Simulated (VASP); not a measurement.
Input of a VASP 6.6.1 run:

INCAR

```
SYSTEM = K2In2Ag3
PREC     = Accurate       ! precision mode
ENCUT    = 520            ! plane-wave cutoff, eV
EDIFF    = 1E-6           ! SCF threshold, eV
ISMEAR   = 0              ! smearing method
SIGMA    = 0.1            ! smearing width, eV
LREAL    = .FALSE.        ! projectors in reciprocal space
LASPH    = .TRUE.         ! aspherical terms in the spheres
NELM     = 60             ! most SCF steps
ALGO     = Fast           ! electronic algorithm
ISIF     = 2              ! what is computed and relaxed
LWAVE    = .FALSE.        ! write WAVECAR
LCHARG   = .TRUE.         ! write CHGCAR
GGA      = PE             ! functional
LELF     = .TRUE.         ! ELF
LVHAR    = .TRUE.       
NBANDS   = 48             ! bands
```

File KPOINTS:

```
regular mesh
0
G
  6 6 6
  0 0 0
```

File POSCAR:

```
K2In2Ag3
1.0
    6.8619874106      0.0000000000      0.0000000000
   -3.4309937053      5.9426554181      0.0000000000
    0.0000000000      0.0000000000      6.2720192304
K In Ag
2 2 3
Direct
    0.3333333333      0.6666666667      0.5000000000
    0.0000000000      0.0000000000      0.0000000000
    0.6666666667      0.3333333333      0.2589572581
    0.6666666667      0.3333333333      0.7410427419
    0.4684166011      0.5315833989      0.0000000000
    0.4684166011      0.9368332022      0.0000000000
    0.0631667978      0.5315833989      0.0000000000
```

Potentials or basis: VASP PAW PBE potentials, release 64 (K_sv, In_d, Ag).

Run with:

```bash
$ cat potpaw_PBE.64/K_sv/POTCAR potpaw_PBE.64/In_d/POTCAR potpaw_PBE.64/Ag/POTCAR > POTCAR
$ mpirun -np 1 vasp_std > vasp.out
```

Task: What does it give for the band gap on the k mesh?

Result: Zero (an odd number of electrons rules out a gap without spin polarisation).

Task: Predict the pressure.

Result: 0.0 GPa.

Forces in eV/Å, atoms in the order of the input:
```
K    0.000  0.000  0.000
K    0.000  0.000  0.000
In   0.000  0.000 -0.003
In   0.000  0.000  0.003
Ag  -0.001  0.001  0.000
Ag   0.000 -0.001  0.000
Ag   0.001  0.001  0.000
```

Caveat: spin-orbit coupling is left out, which moves the levels of the heavy elements.
